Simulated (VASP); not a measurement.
Wanted: the native input for a VASP 6.6.1 run.

```
Task                   : single point
Functional             : PBE
Dispersion             : D3(BJ)
Potentials or basis    : VASP PAW PBE potentials, release 64 (Ge_d, F)
Cutoff                 : 520 eV
k mesh                 : 7 × 7 × 1
Occupations            : gaussian, width 0.1 eV
Spin                   : no spin polarisation
Dipole correction      : yes
Further INCAR settings : ALGO = Normal; EDIFF = 1e-06; NBANDS = 40
```

The structure of Ge4F lies in POSCAR:

```
Ge4F
1.0
    4.0303587907      0.0000000000      0.0000000000
    0.0000000000      4.0303587907      0.0000000000
    0.0000000000      0.0000000000     21.6416627718
Ge F
4 1
Direct
    0.0000000000      0.5000000000      0.1848286817
    0.0000000000      0.0000000000      0.2506714513
    0.5000000000      0.0000000000      0.3196569899
    0.5000000000      0.5000000000      0.3854446333
    1.0000000000      0.7500000000      0.5379282957
```

These files were run (other wordings do the same):

INCAR

```
PREC     = Accurate       # precision mode
ENCUT    = 520            # plane-wave cutoff, eV
EDIFF    = 1E-6           # SCF threshold, eV
ISMEAR   = 0              # smearing method
SIGMA    = 0.1            # smearing width, eV
LREAL    = False          # projectors in reciprocal space
LASPH    = True           # aspherical terms in the spheres
NELM     = 100            # most SCF steps
ALGO     = Normal         # electronic algorithm
ISIF     = 2              # what is computed and relaxed
LWAVE    = False          # write WAVECAR
LCHARG   = False          # write CHGCAR
LDIPOL   = True         
IDIPOL   = 3            
DIPOL    = 0.5 0.5 0.336
GGA      = PE             # functional
IVDW     = 12             # dispersion correction
NBANDS   = 40             # bands
```

KPOINTS

```
Automatic mesh
0
Gamma
  7 7 1
```

Potentials or basis: VASP PAW PBE potentials, release 64 (Ge_d, F).

Launch:

```sh
$ cat potpaw_PBE.64/Ge_d/POTCAR potpaw_PBE.64/F/POTCAR > POTCAR
$ mpirun -np 1 vasp_std > vasp.out
```

Results of the run:

- Largest force: 0.580 eV/Å
- Dispersion energy per atom: -0.176 eV

Caveat: an odd number of electrons without spin polarisation forces a metal; a magnetic or distorted state may lie lower.

Wall time 12 min on 1 thread of AMD EPYC 7R13, on a shared host, peak memory 0.46 GiB.
